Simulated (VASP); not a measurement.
# Pd (I4/mmm) in VASP: further runs, part 2 of 2

VASP 6.6.1. Earlier steps stand in the parts before.

### 4 Single point, PBE (strain +0.000 along x and y, +0.025 along z)

INCAR reads:

```
PREC = Accurate ; ENCUT = 520
EDIFF = 1E-6 ; ISMEAR = 0
SIGMA = 0.15 ; LREAL = F
LASPH = T ; NELM = 100
ALGO = Normal ; ISIF = 2
LWAVE = F ; LCHARG = T
GGA = PE ; LELF = T
LVHAR = T ; NBANDS = 11
```

KPOINTS reads:

```
Automatic mesh
0
Gamma
  8 8 8
```

POSCAR reads:

```
Pd
1.0
    0.0000000000      1.9449000000      1.9935225000
    1.9449000000      0.0000000000      1.9935225000
    1.9449000000      1.9449000000      0.0000000000
Pd
1
Direct
    0.0000000000      0.0000000000      0.0000000000
```

Potentials or basis: VASP PAW PBE potentials, release 64 (Pd).

The run is started by

```bash
$ cat potpaw_PBE.64/Pd/POTCAR > POTCAR
$ mpirun -np 1 vasp_std > vasp.out
```

OUTCAR:

```text
PREC = Accurate
   ENCUT = 520
   EDIFF = 1E-6
   ISMEAR = 0
   LREAL = F
   LASPH = T
   NELM = 100
   ISIF = 2
   GGA = PE

 ion  position               nearest neighbor table
   1  0.000  0.000  0.000-

  LATTYP: Found a body centered tetragonal cell.
 ALAT       =     2.7505039575
 C/A-ratio  =     1.4495689014

  Lattice vectors:

 A1 = (  -1.9449000000,   0.0000000000,   1.9935225000)
 A2 = (   1.9449000000,   0.0000000000,   1.9935225000)
 A3 = (   0.0000000000,   1.9449000000,  -1.9935225000)

Analysis of symmetry for initial positions (statically):
=====================================================================
 Subroutine PRICEL returns:
 Original cell was already a primitive cell.

 Routine SETGRP: Setting up the symmetry group for a
 body centered tetragonal supercell.

 Subroutine GETGRP returns: Found 16 space group operations
 (whereof 16 operations were pure point group operations)
 out of a pool of 16 trial point group operations.

The static configuration has the point symmetry D_4h.

Analysis of symmetry for dynamics (positions and initial velocities):
=====================================================================
 Subroutine PRICEL returns:
[... 162 lines left out ...]
 fundamental gap:      0.0291021772
 Fermi energy:         9.5097866325

 k-point     1 :       0.0000    0.0000    0.0000
  band No.  band energies     occupation
      1       2.4447      2.00000
      2       6.5543      2.00000
      3       6.7818      2.00000
      4       6.7818      2.00000
      5       8.1328      2.00000
      6       8.3698      2.00000
      7      26.6047      0.00000
      8      30.8676      0.00000
      9      31.4280      0.00000
     10      31.4280      0.00000
     11      35.7830      0.00000
[... 309 lines left out ...]
 k-point    24 :       0.3750    0.0000    0.1250
  band No.  band energies     occupation
      1       4.7428      2.00000
      2       6.6244      2.00000
      3       6.8374      2.00000
      4       7.1558      2.00000
      5       9.2000      1.99651
      6       9.6493      0.18853
      7      20.8924      0.00000
      8      27.0387      0.00000
      9      28.7810      0.00000
     10      30.7549      0.00000
     11      35.8884      0.00000

 [... further k-points ...]
[... 5 lines left out ...]
  --------------------------------------------------------------------------------------
  -------------------------------------------------------------------------------------
  Total        0.3570989      0.3570989      0.2204961      0.0000000      0.0000000     -0.0000000
  in kB       37.9361583     37.9361583     23.4242526      0.0000000      0.0000000     -0.0000000
  external PRESSURE =      33.0988564 kB  Pullay stress =       0.0000000 kB

 VOLUME and BASIS-vectors are now :
 -----------------------------------------------------------------------------
  energy-cutoff  :      520.00
  volume of cell :       15.08
      direct lattice vectors                 reciprocal lattice vectors
     0.000000000  1.944900000  1.993522500    -0.257082626  0.257082626  0.250812318
     1.944900000  0.000000000  1.993522500     0.257082626 -0.257082626  0.250812318
     1.944900000  1.944900000  0.000000000     0.257082626  0.257082626 -0.250812318

 POSITION                                       TOTAL-FORCE (eV/Angst)
 -----------------------------------------------------------------------------------
      0.00000      0.00000      0.00000         0.000000      0.000000      0.000000
 -----------------------------------------------------------------------------------
    total drift:                               -0.000000     -0.000000     -0.000000

  FREE ENERGIE OF THE ION-ELECTRON SYSTEM (eV)
  ---------------------------------------------------
  free  energy   TOTEN  =        -5.2069521241 eV

  energy  without entropy=       -5.1828902227  energy(sigma->0) =       -5.19492117
```

OSZICAR:

```text
N       E                     dE             d eps       ncg     rms          rms(c)
DAV:   1     0.426784687278E+02    0.42678E+02   -0.50877E+03  1306   0.847E+02
DAV:   2    -0.486092894252E+01   -0.47539E+02   -0.45902E+02  1487   0.183E+02
DAV:   3    -0.546447066544E+01   -0.60354E+00   -0.60128E+00  1535   0.217E+01
DAV:   4    -0.546717476305E+01   -0.27041E-02   -0.27037E-02  1567   0.157E+00
DAV:   5    -0.546720364067E+01   -0.28878E-04   -0.28876E-04  1716   0.145E-01    0.732E+00
DAV:   6    -0.521785618177E+01    0.24935E+00   -0.10434E+00  1586   0.843E+00    0.364E+00
DAV:   7    -0.521030773640E+01    0.75484E-02   -0.12565E-02  1629   0.711E-01    0.196E+00
DAV:   8    -0.520694899010E+01    0.33587E-02   -0.91727E-04  1596   0.230E-01    0.326E-02
DAV:   9    -0.520694931514E+01   -0.32504E-06   -0.52941E-05  1720   0.594E-02    0.129E-02
DAV:  10    -0.520695252908E+01   -0.32139E-05   -0.35929E-06  1546   0.173E-02    0.376E-03
DAV:  11    -0.520695212414E+01    0.40494E-06   -0.69337E-08   991   0.215E-03
   1 F= -.52069521E+01 E0= -.51949212E+01  d E =-.240619E-01
```

Run time: 11 s. Hardware: 1 thread of AMD EPYC 7R43 (Zen 3), shared host; peak memory 0.1 GiB.

What came out:

```yaml
Free_energy: -5.2070 eV
Pressure: 3.3 GPa
Band_gap_on_the_k_mesh: zero (band 5 reaches 9.81 eV, above the bottom of band 6 at 8.29 eV)
```

Stress tensor (GPa, compression positive):
```
3.79 0.00 0.00
0.00 3.79 0.00
0.00 0.00 2.34
```

Levels at points of the mesh, in eV from the Fermi level:
```
           k point  band 3  band 4  band 5  band 6  band 7  band 8
(0.00, 0.00, 0.00)   -2.73   -2.73   -1.38   -1.14   17.09   21.36
(0.50, 0.00, 0.00)   -2.75   -0.14   -0.04    0.97    7.07   16.41
(0.50, 0.50, 0.00)   -0.11    0.21    0.21    2.95   10.03   13.30
(0.50, 0.00, 0.50)   -0.13    0.14    0.30    3.42   10.68   12.78
```

Caveat: the cell differs from its parent crystal (strain +0.000 along x and y, +0.025 along z).

### 5 Single point, PBE (strain +0.025 along x and y, +0.000 along z)

INCAR reads:

```
SYSTEM = Pd
PREC = Accurate ; ENCUT = 520
EDIFF = 1E-7 ; ISMEAR = 0
SIGMA = 0.15 ; LREAL = .False.
LASPH = .True. ; NELM = 60
ALGO = Normal ; ISIF = 2
LWAVE = .False. ; LCHARG = .False.
GGA = PE ; NBANDS = 11
```

KPOINTS reads:

```
regular mesh
0
Gamma
  8 8 8
  0 0 0
```

POSCAR reads:

```
Pd
1.0
    0.0000000000      1.9935225000      1.9449000000
    1.9935225000      0.0000000000      1.9449000000
    1.9935225000      1.9935225000      0.0000000000
Pd
1
Direct
    0.0000000000      0.0000000000      0.0000000000
```

The run is started by

```bash
$ cat potpaw_PBE.64/Pd/POTCAR > POTCAR
$ mpirun -np 1 vasp_std > vasp.out
```

It took 13 s on 1 thread of AMD EPYC 7R43 (Zen 3), shared host; peak memory 0.11 GiB.

The run converged. Its results:

```
Free energy            : -5.2100 eV
Pressure               : -1.0 GPa
Band gap on the k mesh : zero (band 5 reaches 9.38 eV, above the bottom of band 6 at 7.93 eV)
```

Stress tensor (GPa, compression positive):
```
-1.31  0.00  0.00
 0.00 -1.31  0.00
 0.00  0.00 -0.27
```

Levels at points of the mesh, in eV from the Fermi level:
```csv
k point,band 1,band 2,band 3,band 4,band 5,band 6,band 7,band 8,band 9,band 10
"(0.00, 0.00, 0.00)",-6.87,-2.76,-2.76,-2.55,-1.32,-1.10,17.08,21.39,21.39,21.94
"(0.50, 0.00, 0.00)",-5.01,-2.84,-2.64,-0.14,-0.04,1.03,6.89,16.39,20.29,20.85
"(0.50, 0.50, 0.00)",-5.08,-4.81,-0.12,0.21,0.21,3.58,10.65,12.56,12.56,20.52
"(0.50, 0.00, 0.50)",-5.08,-4.80,-0.12,0.13,0.27,3.11,10.00,12.96,13.08,20.95
```

Caveat: the cell differs from its parent crystal (strain +0.025 along x and y, +0.000 along z).

### 6 The runs side by side

| cell | gap on the mesh (eV) | pressure (GPa) |
| --- | --- | --- |
| a = 2.751, b = 2.751, c = 2.682 Å, angles 60.8, 60.8, 58.3°, 1 atom | none | 14.1 |
| a = 2.820, b = 2.820, c = 2.751 Å, angles 60.8, 60.8, 58.4°, 1 atom | none | -0.7 |
| a = 2.785, b = 2.785, c = 2.751 Å, angles 60.4, 60.4, 59.2°, 1 atom | none | 3.3 |
| a = 2.785, b = 2.785, c = 2.819 Å, angles 59.6, 59.6, 60.8°, 1 atom | none | -1.0 |

Alike in all rows: task single point; level PBE; potentials or basis VASP PAW PBE potentials, release 64 (Pd); no spin polarisation; k mesh 8 × 8 × 8; cutoff (eV) 520; smearing gaussian 0.15 eV.

Total energies depend on the potentials used, so only differences within one code and one set of settings carry meaning.
